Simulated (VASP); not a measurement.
Write the native input for VASP 6.6.1 that does the following.

```yaml
Task: single point
Functional: PBE
Potentials_or_basis: VASP PAW PBE potentials, release 64 (Mg, Ge_d, N)
Cutoff: 520 eV
k_mesh: 12 × 12 × 4
Occupations: gaussian, width 0.1 eV
Spin: no spin polarisation
Dipole_correction: no
Further_INCAR_settings: ALGO = Normal; EDIFF = 1e-06; NBANDS = 26
```

The structure of Mg2GeN3 lies in POSCAR:

```
Mg2GeN3
1.0
    3.0600033454      0.0000000000      0.0000000000
   -1.5300016727      2.6500406328      0.0000000000
    0.0000000000      0.0000000000      7.8910471060
Mg Ge N
2 1 3
Direct
    0.3333333333      0.6666666667      0.6658788964
    0.6666666667      0.3333333333      0.3341211036
    0.0000000000      0.0000000000      0.0000000000
    0.3333333333      0.6666666667      0.1417431220
    0.6666666667      0.3333333333      0.8582568780
    0.0000000000      0.0000000000      0.5000000000
```

This cell differs from its parent crystal: volume scaled by 1.06, then relaxed in part.

These files were run (other wordings do the same):

INCAR

```
SYSTEM = Mg2GeN3
PREC = Accurate
ENCUT = 520
EDIFF = 1E-6
ISMEAR = 0
SIGMA = 0.1
LREAL = .FALSE.
LASPH = .TRUE.
NELM = 100
ALGO = Normal
ISIF = 2
LWAVE = .FALSE.
LCHARG = .TRUE.
GGA = PE
LELF = .TRUE.
LVHAR = .TRUE.
NBANDS = 26
```

KPOINTS

```
Automatic mesh
0
G
  12 12 4
  0 0 0
```

Potentials or basis: VASP PAW PBE potentials, release 64 (Mg, Ge_d, N).

Launch:

```console
$ cat potpaw_PBE.64/Mg/POTCAR potpaw_PBE.64/Ge_d/POTCAR potpaw_PBE.64/N/POTCAR > POTCAR
$ mpirun -np 1 vasp_std > vasp.out
```

Results of the run:

The pressure is -8.4 GPa and the largest force is 0.042 eV/Å.

Run time: 100 s on 1 thread of Intel(R) Xeon(R) 6975P-C (Granite Rapids), on a shared host, peak memory 0.26 GiB.
